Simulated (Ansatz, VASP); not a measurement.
# Two plane-wave programs on Cs

```xyz
3
Lattice="5.1782 0.0000 0.0000 0.0000 5.1782 0.0000 0.0000 0.0000 13.8490" Properties=species:S:1:pos:R:3 pbc="T T T"
Cs    0.0000    0.0000    4.3359
Cs    0.0000    0.0000    9.5130
Cs    2.5891    2.5891    0.0000
```

Alike in both runs: functional PBE; k mesh 4 × 4 × 2; occupations gaussian, width 0.1 eV; no spin polarisation.

Ansatz relaxed the structure, and its values are those at the end. VASP's run is a single point on that final structure, the one shown.

|  | VASP | Ansatz |
| --- | --- | --- |
| version | VASP 6.6.1 | Ansatz 0.2.0 |
| potentials or method | VASP PAW PBE potentials, release 64 (Cs_sv), cutoff 520 eV | scalar-relativistic, plane waves, PAW |
| valence electrons in the cell | 27 | 27 |

|  | VASP | Ansatz | Ansatz less VASP |
| --- | --- | --- | --- |
| gap on the k mesh at the Fermi level (eV) | none | none | - |
| pressure (GPa) | 0.0 | 0.0 | +0.01 |

A gap of «none» marks a metal or a gap that the smearing closes.

Spin-orbit coupling is off throughout.
